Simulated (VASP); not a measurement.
# Nb in VASP: further runs

Runs on Nb. Level: PBE. Tasks: single point.

Everything below comes from runs of VASP 6.6.1. Logs are shortened: lines on timing, memory, paths and dates and some standing lists are left out, and cuts for length are marked.

### Step 1. The cell of the first run

The typed cell holds 1 atom: a = 2.713 Å, b = 2.743 Å, c = 2.704 Å, α = 90.31°, β = 90.95°, γ = 90.77°.

### Step 2. Single point, PBE (the cell strained at random)

Contents of INCAR:

```
ALGO = Normal
EDIFF = 1E-6
ENCUT = 520
GGA = PE
ISIF = 2
ISMEAR = -1
LASPH = True
LCHARG = False
LREAL = False
LWAVE = False
NBANDS = 12
NELM = 100
PREC = Accurate
SIGMA = 0.05
```

Contents of KPOINTS:

```
k-points
0
Gamma
  10 10 10
```

Contents of POSCAR:

```
Nb
1.0
    2.7124460000     -0.0182670000     -0.0224950000
   -0.0182670000      2.7431890000     -0.0074260000
   -0.0224950000     -0.0074260000      2.7037730000
Nb
1
Direct
    0.5143210000      0.5027060000      0.5213490000
```

Potentials or basis: VASP PAW PBE potentials, release 64 (Nb_sv).

Launch:

```console
cat potpaw_PBE.64/Nb_sv/POTCAR > POTCAR
mpirun -np 1 vasp_std > vasp.out
```

OUTCAR:

```text
EDIFF = 1E-6
   ENCUT = 520
   GGA = PE
   ISIF = 2
   ISMEAR = -1
   LASPH = True
   LREAL = False
   NELM = 100
   PREC = Accurate

 ion  position               nearest neighbor table
   1  0.514  0.503  0.521-

  LATTYP: Found a triclinic cell.
 ALAT       =     2.7038767735
 B/A-ratio  =     1.4282004425
 C/A-ratio  =     1.7217268344
 COS(alpha) =     0.0006785964
 COS(beta)  =     0.5679628975
 COS(gamma) =     0.7118374525

  Lattice vectors:

 A1 = (   0.0224950000,   0.0074260000,  -2.7037730000)
 A2 = (   2.7349410000,  -0.0108410000,  -2.7262680000)
 A3 = (  -2.6716840000,  -2.7174960000,  -2.6738520000)

Analysis of symmetry for initial positions (statically):
=====================================================================
 Subroutine PRICEL returns:
 Original cell was already a primitive cell.

 Routine SETGRP: Setting up the symmetry group for a
 triclinic supercell.

 Subroutine GETGRP returns: Found  2 space group operations
 (whereof  1 operations were pure point group operations)
 out of a pool of  2 trial point group operations.

The static configuration has the point symmetry C_1 .
 The point group associated with its full space group is S_2 .

Analysis of symmetry for dynamics (positions and initial velocities):
=====================================================================
 Subroutine PRICEL returns:
 Original cell was already a primitive cell.

 Routine SETGRP: Setting up the symmetry group for a
 triclinic supercell.

 Subroutine GETGRP returns: Found  2 space group operations
 (whereof  1 operations were pure point group operations)
 out of a pool of  2 trial point group operations.

The dynamic configuration has the point symmetry C_1 .
 The point group associated with its full space group is S_2 .

 Subroutine INISYM returns: Found  2 space group operations
 (whereof  1 operations are pure point group operations),
 and found     1 'primitive' translations

----------------------------------------------------------------------------------------

                                     Primitive cell

  volume of cell :      20.1157

  direct lattice vectors                    reciprocal lattice vectors
     2.712446000 -0.018267000 -0.022495000     0.368713022  0.002463597  0.003074405
    -0.018267000  2.743189000 -0.007426000     0.002463597  0.364558399  0.001021768
    -0.022495000 -0.007426000  2.703773000     0.003074405  0.001021768  0.369881919

  length of vectors
     2.712600784  2.743259871  2.703876773     0.368734069  0.364568155  0.369896107

  position of ions in fractional coordinates (direct lattice)
     0.514321000  0.502706000  0.521349000

  ion indices of the primitive-cell ions
   primitive index   ion index
                 1           1

----------------------------------------------------------------------------------------

 KPOINTS: k-points

Automatic generation of k-mesh.
 Grid dimensions read from file:
 generate k-points for:   10   10   10

 Generating k-lattice:

  Cartesian coordinates                     Fractional coordinates (reciprocal lattice)
     0.036871302  0.000246360  0.000307441     0.100000000  0.000000000  0.000000000
     0.000246360  0.036455840  0.000102177    -0.000000000  0.100000000  0.000000000
     0.000307441  0.000102177  0.036988192     0.000000000  0.000000000  0.100000000

  Length of vectors
     0.036873407  0.036456816  0.036989611

  Shift w.r.t. Gamma in fractional coordinates (k-lattice)
     0.000000000  0.000000000  0.000000000

 Subroutine IBZKPT returns following result:
 ===========================================

 Found    504 irreducible k-points:

 Following reciprocal coordinates:
            Coordinates               Weight
  0.000000  0.000000  0.000000      1.000000
  0.100000 -0.000000 -0.000000      2.000000
  0.200000 -0.000000 -0.000000      2.000000
  0.300000 -0.000000  0.000000      2.000000
  0.400000 -0.000000 -0.000000      2.000000
  0.500000  0.000000 -0.000000      1.000000
[... 16 lines left out ...]
 -0.400000  0.200000  0.000000      2.000000
 -0.300000  0.200000  0.000000      2.000000
 [... further k-points ...]
   k-points           NKPTS =    504   k-points in BZ     NKDIM =    504   number of bands    NBANDS=     12
   number of dos      NEDOS =    301   number of ions     NIONS =      1
   total plane-waves  NPLWV =   8000
   dimension x,y,z NGX =    20 NGY =   20 NGZ =   20
   dimension x,y,z NGXF=    40 NGYF=   40 NGZF=   40
   ions per type =               1
   NGX,Y,Z   is equivalent  to a cutoff of  12.26, 12.12, 12.30 a.u.
   NGXF,Y,Z  is equivalent  to a cutoff of  24.51, 24.24, 24.59 a.u.
 SYSTEM =  unknown system
   PREC   = accura    normal or accurate (medium, high low for compatibility)
   ISTART =      0    job   : 0-new  1-cont  2-samecut
   ICHARG =      2    charge: 1-file 2-atom 10-const
   ISPIN  =      1    spin polarized calculation?
   LNONCOLLINEAR =      F non collinear calculations
   LSORBIT =      F    spin-orbit coupling
   LASPH  =      T    aspherical Exc in radial PAW
   ENCUT  =  520.0 eV  38.22 Ry    6.18 a.u.   5.04  5.10  5.03*2*pi/ulx,y,z
   NELM   =    100;   NELMIN=  2; NELMDL= -5     # of ELM steps
   EDIFF  = 0.1E-05   stopping-criterion for ELM
   LREAL  =      F    real-space projection
   EDIFFG = 0.1E-04   stopping-criterion for IOM
   NSW    =      0    number of steps for IOM
   IBRION =     -1    ionic relax: 0-MD 1-quasi-New 2-CG
   NFREE  =      0    steps in history (QN), initial steepest desc. (CG)
   ISIF   =      2    stress and relaxation
   ISYM   =      2    0-nonsym 1-usesym 2-fastsym
   POTIM  = 0.5000    time-step for ionic-motion
   TEBEG  =    0.0;   TEEND  =   0.0 temperature during run
   PSTRESS=    0.0 pullay stress
   NELECT =      13.0000    total number of electrons
   NUPDOWN=      -1.0000    fix difference up-down
   EMIN   =  10.00;   EMAX   =-10.00  energy-range for DOS
   EFERMI =   0.00;   METHOD = LEGACY
   ISMEAR =    -1;   SIGMA  =   0.05  broadening in eV -4-tet -1-fermi 0-gaus
   EFERMI_NEDOS =   21; number of points for ismear=-14 and -15
   IALGO  =     38    algorithm
   IMIX   =      4    mixing-type and parameters
     AMIX     =   0.40;   BMIX     =  1.00
     AMIX_MAG =   1.60;   BMIX_MAG =  1.00
  volume/ion in A,a.u.               =      20.12       135.75
  Fermi-wavevector in a.u.,A,eV,Ry     =   1.415396  2.674710 27.257162  2.003345
  Thomas-Fermi vector in A             =   2.536839
   LORBIT       =      0    0 simple, 1 ext, 2 COOP (PROOUT), +10 PAW based schemes
   GGA     = PE    functional components
   LHFCALC =     F    Hartree Fock is set to
   AEXX    =    0.0000 exact exchange contribution
   IVDW    =     0    specifies the selected vdW correction
   LEPSILON=     F    determine dielectric tensor
   LRPA    =     F    only Hartree local field effects (RPA)
 non-spin polarized calculation
  energy-cutoff  :      520.00
  volume of cell :       20.12
 maximum number of plane-waves:       553
   NGX = 11   NGY = 11   NGZ = 11

 number of electron      13.0000000 magnetization

 Free energy of the ion-electron system (eV)
  ---------------------------------------------------
  ext. energy  EPLUGINS =         0.00000000
  ---------------------------------------------------
  free energy    TOTEN  =        -9.19635497 eV

  energy without entropy =       -9.17831743  energy(sigma->0) =       -9.18733620

 E-fermi :   9.7309     XC(G=0): -11.8215

 val. band max:        9.7282259232   @ k =  -0.2000   0.1000   0.4000
 cond. band min:       9.7339162797   @ k =  -0.2000   0.2000   0.5000
 fundamental gap:      0.0056903565
 Fermi energy:         9.7309240146

 k-point     1 :       0.0000    0.0000    0.0000
  band No.  band energies     occupation
      1     -44.8858      2.00000
      2     -20.2246      2.00000
      3     -20.1638      2.00000
      4     -20.1344      2.00000
      5       4.1998      2.00000
      6       7.0023      2.00000
      7       7.0356      2.00000
      8      14.8031      0.00000
      9      14.8582      0.00000
     10      14.9587      0.00000
     11      24.0848      0.00000
     12      24.4174      0.00000

 k-point     2 :       0.1000   -0.0000   -0.0000
  band No.  band energies     occupation
      1     -44.8679      2.00000
      2     -20.3124      2.00000
      3     -20.2087      2.00000
      4     -20.1273      2.00000
      5       4.4817      2.00000
      6       7.0983      2.00000
      7       7.3392      2.00000
      8      14.3665      0.00000
      9      14.5272      0.00000
     10      14.8831      0.00000
     11      23.1902      0.00000
     12      24.7093      0.00000

 k-point     3 :       0.2000   -0.0000   -0.0000
  band No.  band energies     occupation
      1     -44.8207      2.00000
      2     -20.6944      2.00000
      3     -20.1753      2.00000
      4     -20.0943      2.00000
      5       5.1890      2.00000
      6       7.3083      2.00000
      7       8.2658      2.00000
      8      13.3915      0.00000
      9      13.5812      0.00000
     10      14.9649      0.00000
     11      21.0570      0.00000
     12      26.1019      0.00000
[... 286 lines left out ...]
 k-point    23 :      -0.4000    0.2000    0.0000
  band No.  band energies     occupation
      1     -44.6575      2.00000
      2     -21.4290      2.00000
      3     -20.5578      2.00000
      4     -19.9794      2.00000
      5       7.4098      2.00000
      6       8.2136      2.00000
      7       9.6298      1.76611
      8      12.1695      0.00000
      9      12.9586      0.00000
     10      14.0419      0.00000
     11      19.5061      0.00000
     12      24.7776      0.00000

 k-point    24 :      -0.3000    0.2000    0.0000
  band No.  band energies     occupation
      1     -44.7054      2.00000
      2     -21.0850      2.00000
      3     -20.5991      2.00000
      4     -20.0129      2.00000
      5       6.7546      2.00000
      6       8.2219      2.00000
      7       9.7474      0.83644
      8      11.8042      0.00000
      9      12.8053      0.00000
     10      13.9288      0.00000
     11      20.6078      0.00000
     12      23.8909      0.00000

 [... further k-points ...]
[... 5 lines left out ...]
  --------------------------------------------------------------------------------------
  -------------------------------------------------------------------------------------
  Total        0.0455041      0.0089459      0.0677447     -0.2105643     -0.0892134     -0.2622535
  in kB        3.6243264      0.7125251      5.3957517    -16.7710791     -7.1056934    -20.8880344
  external PRESSURE =       3.2442011 kB  Pullay stress =       0.0000000 kB

 VOLUME and BASIS-vectors are now :
 -----------------------------------------------------------------------------
  energy-cutoff  :      520.00
  volume of cell :       20.12
      direct lattice vectors                 reciprocal lattice vectors
     2.712446000 -0.018267000 -0.022495000     0.368713022  0.002463597  0.003074405
    -0.018267000  2.743189000 -0.007426000     0.002463597  0.364558399  0.001021768
    -0.022495000 -0.007426000  2.703773000     0.003074405  0.001021768  0.369881919

 POSITION                                       TOTAL-FORCE (eV/Angst)
 -----------------------------------------------------------------------------------
      1.37416      1.36575      1.39431         0.000000     -0.000000      0.000000
 -----------------------------------------------------------------------------------
    total drift:                                0.000000     -0.000010     -0.000001

  FREE ENERGIE OF THE ION-ELECTRON SYSTEM (eV)
  ---------------------------------------------------
  free  energy   TOTEN  =        -9.1963549739 eV

  energy  without entropy=       -9.1783174252  energy(sigma->0) =       -9.18733620
```

Wall time 58 s (1 thread of Intel Xeon Platinum 8259CL at 2.50GHz (Skylake/Cascade Lake), shared host); peak memory 0.22 GiB.

What came out:

```
Free energy : -9.1964 eV
Pressure    : 0.3 GPa
```

Caveat: the cell differs from its parent crystal (the cell strained at random).

### Step 3. Single point, PBE

This run uses another cell than the first one, of 18.91 Å³/atom, 0.940 times its volume.

Contents of INCAR:

```
SYSTEM = Nb
ALGO = Normal
EDIFF = 1E-6
ENCUT = 520
GGA = PE
ISIF = 2
ISMEAR = -1
LASPH = .True.
LCHARG = .False.
LREAL = .False.
LWAVE = .False.
NBANDS = 12
NELM = 80
PREC = Accurate
SIGMA = 0.05
```

Contents of KPOINTS:

```
k-points
0
Gamma
  10 10 10
  0 0 0
```

Contents of POSCAR:

```
Nb
1.0
    2.6641215647      0.0000000000      0.0000000000
    0.0000000000      2.6641215647      0.0000000000
    0.0000000000      0.0000000000      2.6641215647
Nb
1
Direct
    0.5000000000      0.5000000000      0.5000000000
```

Potentials or basis: VASP PAW PBE potentials, release 64 (Nb_sv).

Launch:

```console
cat potpaw_PBE.64/Nb_sv/POTCAR > POTCAR
mpirun -np 1 vasp_std > vasp.out
```

OUTCAR:

```text
SYSTEM = Nb
   EDIFF = 1E-6
   ENCUT = 520
   GGA = PE
   ISIF = 2
   ISMEAR = -1
   LASPH = .True.
   LREAL = .False.
   NELM = 80
   PREC = Accurate

 ion  position               nearest neighbor table
   1  0.500  0.500  0.500-

  LATTYP: Found a simple cubic cell.
 ALAT       =     2.6641215647

  Lattice vectors:

 A1 = (   2.6641215647,   0.0000000000,   0.0000000000)
 A2 = (   0.0000000000,   2.6641215647,   0.0000000000)
 A3 = (   0.0000000000,   0.0000000000,   2.6641215647)

[... 529 lines left out ...]
      4     -19.2356      2.00000
      5       7.3505      2.00000
      6       8.7475      2.00000
      7      10.2318      1.99764
      8      12.9528      0.00000
      9      13.6182      0.00000
     10      15.4445      0.00000
     11      21.6309      0.00000
     12      26.6614      0.00000

 [... further k-points ...]
[... 5 lines left out ...]
  --------------------------------------------------------------------------------------
  -------------------------------------------------------------------------------------
  Total        1.0649231      1.0649231      1.0649231      0.0000000     -0.0000000      0.0000000
  in kB       90.2332759     90.2332759     90.2332759      0.0000000     -0.0000000      0.0000000
  external PRESSURE =      90.2332759 kB  Pullay stress =       0.0000000 kB

 VOLUME and BASIS-vectors are now :
 -----------------------------------------------------------------------------
  energy-cutoff  :      520.00
  volume of cell :       18.91
      direct lattice vectors                 reciprocal lattice vectors
     2.664121565  0.000000000  0.000000000     0.375358247  0.000000000  0.000000000
     0.000000000  2.664121565  0.000000000     0.000000000  0.375358247  0.000000000
     0.000000000  0.000000000  2.664121565     0.000000000  0.000000000  0.375358247

 POSITION                                       TOTAL-FORCE (eV/Angst)
 -----------------------------------------------------------------------------------
      1.33206      1.33206      1.33206         0.000000      0.000000      0.000000
 -----------------------------------------------------------------------------------
    total drift:                                0.000000      0.000000      0.000000

  FREE ENERGIE OF THE ION-ELECTRON SYSTEM (eV)
  ---------------------------------------------------
  free  energy   TOTEN  =        -9.1582081624 eV

  energy  without entropy=       -9.1395589041  energy(sigma->0) =       -9.14888353
```

OSZICAR:

```text
N       E                     dE             d eps       ncg     rms          rms(c)
DAV:   1     0.122839561623E+03    0.12284E+03   -0.74850E+03  1344   0.108E+03
DAV:   2    -0.149719070776E+01   -0.12434E+03   -0.11906E+03  1484   0.393E+02
DAV:   3    -0.898920683657E+01   -0.74920E+01   -0.71623E+01  2388   0.793E+01
DAV:   4    -0.938911123482E+01   -0.39990E+00   -0.39613E+00  1740   0.129E+01
DAV:   5    -0.940283530581E+01   -0.13724E-01   -0.13719E-01  2108   0.220E+00    0.699E+00
DAV:   6    -0.916256342405E+01    0.24027E+00   -0.42906E-01  2152   0.811E+00    0.269E+00
DAV:   7    -0.915083707891E+01    0.11726E-01   -0.11627E-01  2232   0.422E+00    0.909E-01
DAV:   8    -0.915814783705E+01   -0.73108E-02   -0.13729E-02  1512   0.150E+00    0.500E-02
DAV:   9    -0.915821486722E+01   -0.67030E-04   -0.12133E-03  2140   0.253E-01    0.674E-02
DAV:  10    -0.915822105386E+01   -0.61866E-05   -0.27781E-05  1636   0.481E-02    0.548E-02
DAV:  11    -0.915820839124E+01    0.12663E-04   -0.38822E-05  1728   0.104E-01    0.121E-02
DAV:  12    -0.915820816235E+01    0.22888E-06   -0.65855E-07  1208   0.730E-03
   1 F= -.91582082E+01 E0= -.91488835E+01  d E =-.186493E-01
```

stdout:

```text
POSCAR found type information on POSCAR Nb
 POSCAR found :  1 types and       1 ions
 scaLAPACK will be used
 LDA part: xc-table for (Slater+PW92), standard interpolation
 POSCAR, INCAR and KPOINTS ok, starting setup
 FFT: planning ... GRIDC
 FFT: planning ... GRID_SOFT
 FFT: planning ... GRID
 WAVECAR not read
 entering main loop
```

It took 5.3 s on 1 thread of Intel Xeon Platinum 8559C (Emerald Rapids), shared host; peak memory 0.12 GiB.

Results:

```
Free energy : -9.1582 eV
Pressure    : 9.0 GPa
```

Levels at points of the mesh, in eV from the Fermi level:
```tsv
k point	band 4	band 5	band 6	band 7	band 8	band 9	band 10	band 11
(0.00, 0.00, 0.00)	-29.76	-5.68	-2.98	-2.98	5.52	5.52	5.52	15.20
(0.50, 0.00, 0.00)	-29.60	-2.51	-2.02	0.68	1.98	1.98	5.88	10.43
(0.50, 0.50, 0.00)	-29.45	-4.39	-1.03	2.72	2.72	6.20	6.20	7.87
(0.50, 0.50, 0.50)	-30.98	-2.69	-2.69	-2.69	7.36	8.12	8.12	13.19
```

### Step 4. Single point, PBE

This run uses another cell than the first one, of 19.31 Å³/atom, 0.960 times its volume.

Contents of INCAR:

```
PREC     = Accurate       # precision mode
ENCUT    = 520            # plane-wave cutoff, eV
EDIFF    = 1E-6           # SCF threshold, eV
ISMEAR   = -1             # smearing method
SIGMA    = 0.05           # smearing width, eV
LREAL    = F              # projectors in reciprocal space
LASPH    = T              # aspherical terms in the spheres
NELM     = 60             # most SCF steps
ALGO     = Fast           # electronic algorithm
ISIF     = 2              # what is computed and relaxed
LWAVE    = F              # write WAVECAR
LCHARG   = F              # write CHGCAR
GGA      = PE             # functional
NBANDS   = 12             # bands
```

Contents of KPOINTS:

```
Automatic mesh
0
Gamma
  10 10 10
```

Contents of POSCAR:

```
Nb
1.0
    2.6828836023      0.0000000000      0.0000000000
    0.0000000000      2.6828836023      0.0000000000
    0.0000000000      0.0000000000      2.6828836023
Nb
1
Direct
    0.5000000000      0.5000000000      0.5000000000
```

Launch:

```console
cat potpaw_PBE.64/Nb_sv/POTCAR > POTCAR
mpirun -np 1 vasp_std > vasp.out
```

Wall time 10 s (1 thread of Intel Xeon Platinum 8559C (Emerald Rapids), shared host); peak memory 0.13 GiB.

The run converged. Its results:

```yaml
Free_energy: -9.1770 eV
Pressure: 5.9 GPa
```

Levels at points of the mesh, in eV from the Fermi level:
```csv
k point,band 4,band 5,band 6,band 7,band 8,band 9,band 10,band 11
"(0.00, 0.00, 0.00)",-29.81,-5.63,-2.88,-2.88,5.39,5.39,5.39,15.02
"(0.50, 0.00, 0.00)",-29.66,-2.49,-1.95,0.65,1.97,1.97,5.75,10.18
"(0.50, 0.50, 0.00)",-29.51,-4.24,-1.01,2.68,2.68,6.07,6.07,7.67
"(0.50, 0.50, 0.50)",-30.96,-2.58,-2.58,-2.58,7.40,7.92,7.92,12.89
```

(Part 1 of 2 ends here.)
